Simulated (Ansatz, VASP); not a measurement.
## TiCo: VASP beside Ansatz

```
Co Ti
1.0
     2.98611   -0.01493    0.00000
    -0.01493    2.98611    0.00000
     0.00000    0.00000    2.98611
Co Ti
1 1
Direct
  0.50000 0.50000 0.50000
  0.00000 0.00000 0.00000
```

Alike in both runs: functional PBE; k mesh 8 × 8 × 8; occupations fermi-dirac, width 0.05 eV; collinear spin.

|  | VASP | Ansatz |
| --- | --- | --- |
| version | VASP 6.6.1 | Ansatz 0.2.0 |
| potentials or method | VASP PAW PBE potentials, release 64 (Co, Ti_sv) | Ansatz PAW |
| plane-wave cutoff (eV) | 520 | 420 |
| valence electrons in the cell | 21 | 29 |
| task | single point | band structure |

|  | VASP | Ansatz | Ansatz less VASP |
| --- | --- | --- | --- |
| gap on the k mesh at the Fermi level (eV) | none | none | - |
| pressure (GPa) | -2.6 | 0.4 | +3.03 |
| traceless stress, the component that is largest in VASP (GPa) | 0.45 | 0.62 | +0.174 |
| net moment per atom (μB) | 0.12 | 0.46 | +0.345 |
| size of the moment on the site where the two differ most (μB) | 0.30 | 1.03 | +0.730 |

The net moments are unlike, so the other rows may belong to different states. Site moments also hang on the region over which each program counts them. A gap of «none» marks a metal or a gap that the smearing closes. VASP's potentials hold 21 valence electrons a cell and Ansatz's 29, so a difference there can come from the potentials and not from the codes.
